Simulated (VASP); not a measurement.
# Ag (P6_3/mmc) in VASP: notebook, part 2 of 2

VASP 6.6.1. The steps go on from the part before.

### 3 Relaxation of shape and atoms at fixed volume, PBE (18.93 Å³/atom)

This run uses another cell than the first one, of 18.93 Å³/atom.

INCAR

```
PREC     = Accurate       # precision mode
ENCUT    = 600            # plane-wave cutoff, eV
EDIFF    = 1E-6           # SCF threshold, eV
ISMEAR   = 0              # smearing method
SIGMA    = 0.1            # smearing width, eV
LREAL    = False          # projectors in reciprocal space
LASPH    = True           # aspherical terms in the spheres
NELM     = 100            # most SCF steps
ALGO     = Fast           # electronic algorithm
ISIF     = 4              # what is computed and relaxed
LWAVE    = False          # write WAVECAR
LCHARG   = False          # write CHGCAR
GGA      = PE             # functional
IBRION   = 2              # ionic algorithm
NSW      = 50             # ionic steps
EDIFFG   = -0.01          # ionic threshold
```

KPOINTS

```
Automatic mesh
0
Gamma
  18 18 4
```

POSCAR

```
Ag
1.0
    2.9944167841      0.0000000000      0.0000000000
   -1.4972083920      2.5932410046      0.0000000000
    0.0000000000      0.0000000000      9.7510797001
Ag
4
Direct
    0.3333333333      0.6666666667      0.2500000000
    0.6666666667      0.3333333333      0.7500000000
    0.0000000000      0.0000000000      0.0000000000
    0.0000000000      0.0000000000      0.5000000000
```

Potentials or basis: VASP PAW PBE potentials, release 64 (Ag).

Command:

```sh
$ cat potpaw_PBE.64/Ag/POTCAR > POTCAR
$ mpirun -np 1 vasp_std > vasp.out
```

OUTCAR:

```text
PREC = Accurate
   ENCUT = 600
   EDIFF = 1E-6
   ISMEAR = 0
   LREAL = False
   LASPH = True
   NELM = 100
   ISIF = 4
   GGA = PE
   IBRION = 2
   NSW = 50
   EDIFFG = -0.01

 ion  position               nearest neighbor table
   1  0.333  0.667  0.250-   3 2.99   4 2.99   3 2.99   4 2.99   3 2.99   4 2.99
   2  0.667  0.333  0.750-   3 2.99   4 2.99   3 2.99   4 2.99   3 2.99   4 2.99
   3  0.000  0.000  0.000-   1 2.99   2 2.99   2 2.99   1 2.99   2 2.99   1 2.99
   4  0.000  0.000  0.500-   1 2.99   2 2.99   2 2.99   1 2.99   2 2.99   1 2.99

  LATTYP: Found a hexagonal cell.
 ALAT       =     2.9944167841
 C/A-ratio  =     3.2564203326

  Lattice vectors:

 A1 = (   2.9944167841,   0.0000000000,   0.0000000000)
 A2 = (  -1.4972083920,   2.5932410046,   0.0000000000)
 A3 = (   0.0000000000,   0.0000000000,   9.7510797001)

Analysis of symmetry for initial positions (statically):
=====================================================================
 Subroutine PRICEL returns:
 Original cell was already a primitive cell.

 Routine SETGRP: Setting up the symmetry group for a
 hexagonal supercell.

[... 176 lines left out ...]

 val. band max:        7.0595111019   @ k =   0.5000  -0.0000   0.0000
 cond. band min:       7.1162465706   @ k =   0.2222   0.1667   0.2500
 fundamental gap:      0.0567354686
 Fermi energy:         7.0990557467

 k-point     1 :       0.0000    0.0000    0.0000
  band No.  band energies     occupation
      1       0.0275      2.00000
      2       1.2764      2.00000
      3       1.2952      2.00000
      4       1.2975      2.00000
      5       2.5927      2.00000
      6       2.5927      2.00000
[... 685 lines left out ...]
     25      11.5626      0.00000
     26      11.6822      0.00000

 [... further k-points ...]

------------------------ aborting loop because EDIFF is reached ----------------------------------------

  FORCE on cell =-STRESS in cart. coord.  units (eV):
  Direction    XX          YY          ZZ          XY          YZ          ZX
  --------------------------------------------------------------------------------------
  -------------------------------------------------------------------------------------
  Total       -2.1335296     -2.1335296     -2.0857936     -0.0000000      0.0000000      0.0000000
  in kB      -45.1441435    -45.1441435    -44.1340802     -0.0000000      0.0000000      0.0000000
  external PRESSURE =     -44.8074558 kB  Pullay stress =       0.0000000 kB

 VOLUME and BASIS-vectors are now :
 -----------------------------------------------------------------------------
  energy-cutoff  :      600.00
  volume of cell :       75.72
      direct lattice vectors                 reciprocal lattice vectors
     2.994416784  0.000000000  0.000000000     0.333954847  0.192808921  0.000000000
    -1.497208392  2.593241005  0.000000000     0.000000000  0.385617842  0.000000000
     0.000000000  0.000000000  9.751079700     0.000000000  0.000000000  0.102552746

 POSITION                                       TOTAL-FORCE (eV/Angst)
 -----------------------------------------------------------------------------------
     -0.00000      1.72883      2.43777        -0.000000      0.000000     -0.000000
      1.49721      0.86441      7.31331         0.000000     -0.000000     -0.000000
      0.00000      0.00000      0.00000         0.000000      0.000000      0.000000
      0.00000      0.00000      4.87554         0.000000      0.000000      0.000000
 -----------------------------------------------------------------------------------
    total drift:                               -0.000000      0.000000     -0.000000

  FREE ENERGIE OF THE ION-ELECTRON SYSTEM (eV)
  ---------------------------------------------------
  free  energy   TOTEN  =       -10.7984070065 eV

  energy  without entropy=      -10.7924669971  energy(sigma->0) =      -10.79543700

 reached required accuracy - stopping structural energy minimisation
```

It took 4 min on 1 thread of Intel Xeon 8259CL, shared host; peak memory 0.34 GiB.

Results:

```yaml
Free_energy: -10.7984 eV
Pressure_after_relaxing: -4.5 GPa
Band_gap_on_the_k_mesh: zero (bands 22 and 23 overlap by 6.17 eV)
```

Final structure:
```
Ag
1.0
     2.99442    0.00000    0.00000
    -1.49721    2.59324    0.00000
     0.00000    0.00000    9.75108
Ag
4
Direct
  0.33333 0.66667 0.25000
  0.66667 0.33333 0.75000
  0.00000 0.00000 0.00000
  0.00000 0.00000 0.50000
```

Caveat: the relaxation stopped at its first step, so nothing moved.

### 4 Relaxation of shape and atoms at fixed volume, PBE (19.64 Å³/atom)

INCAR

```
SYSTEM = Ag
  PREC = Accurate
  ENCUT = 600
  EDIFF = 1E-7
  ISMEAR = 0
  SIGMA = 0.1
  LREAL = .FALSE.
  LASPH = .TRUE.
  NELM = 60
  ALGO = Fast
  ISIF = 4
  LWAVE = .FALSE.
  LCHARG = .FALSE.
  GGA = PE
  IBRION = 2
  NSW = 50
  EDIFFG = -0.01
```

KPOINTS

```
regular mesh
0
G
  18 18 4
  0 0 0
```

POSCAR

```
Ag
1.0
    3.0316183120      0.0000000000      0.0000000000
   -1.5158091560      2.6254584728      0.0000000000
    0.0000000000      0.0000000000      9.8722235119
Ag
4
Direct
    0.3333333333      0.6666666667      0.2500000000
    0.6666666667      0.3333333333      0.7500000000
    0.0000000000      0.0000000000      0.0000000000
    0.0000000000      0.0000000000      0.5000000000
```

Command:

```sh
$ cat potpaw_PBE.64/Ag/POTCAR > POTCAR
$ mpirun -np 1 vasp_std > vasp.out
```

Wall time 8.1 min (1 thread of Intel Xeon 8259CL, shared host); peak memory 0.36 GiB.

It converged, with:

```
Free energy               : -10.6995 eV
Energy gained by relaxing : 0.0 meV/atom
Ionic steps               : 2
Pressure after relaxing   : -6.6 GPa
Band gap on the k mesh    : zero (bands 22 and 23 overlap by 6.05 eV)
```

Stress tensor (GPa, compression positive):
```
-6.64  0.00  0.00
 0.00 -6.64  0.00
 0.00  0.00 -6.54
```

Final structure:
```cif
data_structure
_symmetry_space_group_name_H-M 'P 1'
_symmetry_Int_Tables_number 1
_cell_length_a 3.0307
_cell_length_b 3.0307
_cell_length_c 9.8784
_cell_angle_alpha 90.000
_cell_angle_beta 90.000
_cell_angle_gamma 120.000
_cell_volume 78.58
loop_
_atom_site_label
_atom_site_type_symbol
_atom_site_fract_x
_atom_site_fract_y
_atom_site_fract_z
_atom_site_occupancy
Ag1 Ag 0.33333 0.66667 0.25000 1
Ag2 Ag 0.66667 0.33333 0.75000 1
Ag3 Ag 0.00000 0.00000 0.00000 1
Ag4 Ag 0.00000 0.00000 0.50000 1
```

Levels at points of the mesh, in eV from the Fermi level:
| k point | band 18 | band 19 | band 20 | band 21 | band 22 | band 23 | band 24 | band 25 | band 26 |
| --- | --- | --- | --- | --- | --- | --- | --- | --- | --- |
| (0.00, 0.00, 0.00) | -3.48 | -3.48 | -3.31 | -3.31 | -3.00 | -3.00 | -0.06 | 2.87 | 10.11 |
| (0.50, 0.00, 0.00) | -2.86 | -2.86 | -2.83 | 0.03 | 0.82 | 0.91 | 1.37 | 3.55 | 3.64 |
| (0.00, 0.00, 0.50) | -3.62 | -3.13 | -3.13 | -3.13 | -3.13 | -2.12 | -2.12 | 5.70 | 5.70 |
| (0.50, 0.00, 0.50) | -2.95 | -2.87 | -2.87 | 0.32 | 0.32 | 1.23 | 1.23 | 4.11 | 4.11 |

### 5 Relaxation of cell and atoms, PBE, target pressure 3 GPa, at which the enthalpy is minimised

This run uses another cell than the first one, of 17.33 Å³/atom.

INCAR

```
PREC = Accurate
ENCUT = 500
EDIFF = 1E-7
ISMEAR = -1
SIGMA = 0.15
LREAL = F
LASPH = T
NELM = 120
ALGO = Normal
ISIF = 3
LWAVE = F
LCHARG = F
GGA = PE
IBRION = 2
NSW = 80
EDIFFG = -0.001
PSTRESS = 30.0
GGA_COMPAT = F
NELMIN = 4
```

KPOINTS

```
Automatic mesh
0
Gamma
  18 18 6
```

POSCAR

```
Ag
1.0
    2.9037873376      0.0000000000      0.0000000000
   -1.4518936688      2.5147536015      0.0000000000
    0.0000000000      0.0000000000      9.4945115601
Ag
4
Direct
    0.3333333333      0.6666666667      0.2500000000
    0.6666666667      0.3333333333      0.7500000000
    0.0000000000      0.0000000000      0.0000000000
    0.0000000000      0.0000000000      0.5000000000
```

Command:

```sh
$ cat potpaw_PBE.64/Ag/POTCAR > POTCAR
$ mpirun -np 1 vasp_std > vasp.out
```

It took 4.1 min on 1 thread of Intel Xeon 6975P-C (Granite Rapids), shared host; peak memory 0.33 GiB.

The run converged. Its results:

- Free energy: -10.8857 eV
- Relaxed volume: 17.32 Å³/atom
- Relaxed cell: a = 2.902 Å, b = 2.902 Å, c = 9.495 Å, α = 90.00°, β = 90.00°, γ = 120.00°
- Space group after relaxing (to 0.1 Å): P6_3/mmc (No. 194)
- Energy change on relaxing (the run minimises the enthalpy): +0.3 meV/atom
- Ionic steps: 5
- Pressure after relaxing: 3.0 GPa
- Band gap on the k mesh: zero (bands 22 and 23 overlap by 6.54 eV)

Step by step:
```csv
step,energy change (eV),largest force (eV/Å),pressure (GPa),volume (Å³)
1,0.0000,0.0000,2.90,69.33
2,0.0019,0.0000,3.07,69.23
3,0.0013,0.0000,3.01,69.26
4,0.0012,0.0000,3.00,69.26
5,0.0012,0.0000,3.00,69.27
```

Final structure:
```yaml
crystal:
  lattice:
    - [2.90228, 0.00000, 0.00000]
    - [-1.45114, 2.51345, 0.00000]
    - [0.00000, 0.00000, 9.49540]
  atoms:
    - { symbol: Ag, position: [0.33333, 0.66667, 0.25000] }
    - { symbol: Ag, position: [0.66667, 0.33333, 0.75000] }
    - { symbol: Ag, position: [0.00000, 0.00000, 0.00000] }
    - { symbol: Ag, position: [0.00000, 0.00000, 0.50000] }
```

Levels at points of the mesh, in eV from the Fermi level:
```csv
k point,band 20,band 21,band 22,band 23,band 24,band 25
"(0.00, 0.00, 0.00)",-3.42,-3.42,-3.04,-3.04,-0.38,3.48
"(0.50, 0.00, 0.00)",-2.82,-0.17,0.75,1.00,1.53,4.23
"(0.00, 0.00, 0.50)",-3.20,-3.20,-3.20,-2.45,-2.45,6.35
"(0.50, 0.00, 0.50)",-2.86,0.24,0.24,1.38,1.38,4.67
```

Caveat: the cell is relaxed towards a set pressure, so the run minimises the enthalpy, not the energy.

### 6 Summary

```tsv
task	cell	k mesh	cutoff (eV)	smearing	gap on the mesh (eV)	pressure (GPa)
single point	a = 3.030, b = 3.030, c = 9.884 Å, angles 90.0, 90.0, 120.0°, 4 atoms	18 × 18 × 4	520	gaussian 0.1 eV	none	-6.6
relaxation of shape and atoms at fixed volume	relaxed from a = 2.994, b = 2.994, c = 9.751 Å, angles 90.0, 90.0, 120.0°, 4 atoms	18 × 18 × 4	600	gaussian 0.1 eV	none	-4.5
relaxation of shape and atoms at fixed volume	relaxed from a = 3.032, b = 3.032, c = 9.872 Å, angles 90.0, 90.0, 120.0°, 4 atoms	18 × 18 × 4	600	gaussian 0.1 eV	none	-6.6
relaxation of cell and atoms	relaxed to 3 GPa from a = 2.904, b = 2.904, c = 9.495 Å, angles 90.0, 90.0, 120.0°, 4 atoms	18 × 18 × 6	500	fermi-dirac 0.15 eV	none	3.0
```

Alike in all rows: level PBE; potentials or basis VASP PAW PBE potentials, release 64 (Ag); no spin polarisation.

Caveats: the cell stands under tension (at least some runs); the relaxation stopped at its first step, so nothing moved (at least some runs); the cell is relaxed towards a set pressure, so the run minimises the enthalpy, not the energy (at least some runs).

Absolute energies hang on the potentials; compare differences alone.
